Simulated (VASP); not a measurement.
Input of a VASP 6.6.1 run:

Contents of INCAR:

```
SYSTEM = Rh
PREC = Accurate
ENCUT = 500
EDIFF = 1E-6
ISMEAR = -1
SIGMA = 0.1
LREAL = .FALSE.
LASPH = .TRUE.
NELM = 200
ALGO = Normal
ISIF = 2
LWAVE = .FALSE.
LCHARG = .TRUE.
ISPIN = 2
MAGMOM = 0
LORBIT = 11
LMAXMIX = 4
GGA = PE
LELF = .TRUE.
LVHAR = .TRUE.
NBANDS = 18
GGA_COMPAT = .FALSE.
```

KPOINTS

```
Automatic mesh
0
G
  8 8 8
  0 0 0
```

Contents of POSCAR:

```
Rh
1.0
   -1.4766760000      1.4766760000      1.4766760000
    1.4766760000     -1.4766760000      1.4766760000
    1.4766760000      1.4766760000     -1.4766760000
Rh
1
Direct
    0.0000000000      0.0000000000      0.0000000000
```

Potentials or basis: VASP PAW PBE potentials, release 64 (Rh_pv).

Run with:

```console
$ cat potpaw_PBE.64/Rh_pv/POTCAR > POTCAR
$ mpirun -np 1 vasp_std > vasp.out
```

Task: Estimate the pressure.

Result: 37.2 GPa.

Task: Predict the net moment.

Result: 0.00 μB per cell.

Caveat: the k points lie up to 0.38 Å⁻¹ apart.
